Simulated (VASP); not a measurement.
Input of a VASP 6.6.1 run:

File INCAR:

```
SYSTEM = Rh
PREC = Accurate
ENCUT = 520
EDIFF = 1E-6
ISMEAR = -1
SIGMA = 0.05
LREAL = .FALSE.
LASPH = .TRUE.
NELM = 150
ALGO = Normal
ISIF = 2
LWAVE = .FALSE.
LCHARG = .FALSE.
ISPIN = 2
MAGMOM = 0.466
LORBIT = 11
LMAXMIX = 4
GGA = PE
NBANDS = 18
```

File KPOINTS:

```
regular mesh
0
G
  16 16 16
  0 0 0
```

The input POSCAR:

```
Rh
1.0
   -1.5363828365      1.5363828365      1.5363828365
    1.5363828365     -1.5363828365      1.5363828365
    1.5363828365      1.5363828365     -1.5363828365
Rh
1
Direct
    0.0000000000      0.0000000000      0.0000000000
```

Potentials or basis: VASP PAW PBE potentials, release 64 (Rh_pv).

The run is started by

```sh
$ cat potpaw_PBE.64/Rh_pv/POTCAR > POTCAR
$ mpirun -np 1 vasp_std > vasp.out
```

Problem. Estimate the pressure.

Solution. 0.2 GPa.

Problem. What does it give for the site moments?

Solution. Rh +0.51 μB.

Problem. What does it give for the net moment?

Solution. 0.50 μB per cell.
